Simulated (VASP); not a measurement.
Wanted: the native input for a VASP 6.6.1 run.

```yaml
Task: single point
Functional: PBE
Potentials_or_basis: VASP PAW PBE potentials, release 64 (Sc_sv, Al, As)
Cutoff: 520 eV
k_mesh: 12 × 12 × 4
Occupations: gaussian, width 0.1 eV
Spin: no spin polarisation
Dipole_correction: no
Further_INCAR_settings: ALGO = Fast; EDIFF = 1e-06; NBANDS = 33
```

The structure of Sc2Al3As3 lies in POSCAR:

```
Sc2Al3As3
1.0
    3.7682905521      0.0000000000      0.0000000000
   -1.8841452761      3.2634353470      0.0000000000
    0.0000000000      0.0000000000     13.1287761694
Sc Al As
2 3 3
Direct
    0.3333333333      0.6666666667      0.1203417083
    0.6666666667      0.3333333333      0.8796582917
    0.6666666667      0.3333333333      0.6414235092
    0.0000000000      0.0000000000      0.5000000000
    0.3333333333      0.6666666667      0.3585764908
    0.6666666667      0.3333333333      0.2533991836
    0.3333333333      0.6666666667      0.7466008164
    0.0000000000      0.0000000000      0.0000000000
```

One way to write it, as run:

INCAR

```
SYSTEM = Sc2Al3As3
PREC = Accurate
ENCUT = 520
EDIFF = 1E-6
ISMEAR = 0
SIGMA = 0.1
LREAL = .False.
LASPH = .True.
NELM = 80
ALGO = Fast
ISIF = 2
LWAVE = .False.
LCHARG = .False.
GGA = PE
NBANDS = 33
```

KPOINTS

```
Automatic mesh
0
Gamma
  12 12 4
  0 0 0
```

Potentials or basis: VASP PAW PBE potentials, release 64 (Sc_sv, Al, As).

Run with:

```sh
$ cat potpaw_PBE.64/Sc_sv/POTCAR potpaw_PBE.64/Al/POTCAR potpaw_PBE.64/As/POTCAR > POTCAR
$ mpirun -np 1 vasp_std > vasp.out
```

It gave:

```yaml
Pressure: 0.1 GPa
Largest_force: 0.012 eV/Å
Band_gap_on_the_k_mesh: zero (bands 23 and 24 overlap by 1.72 eV)
```

It took 14 min on 1 thread of Oxide Virtual Turin-like Processor, with other jobs on the host, peak memory 0.45 GiB.
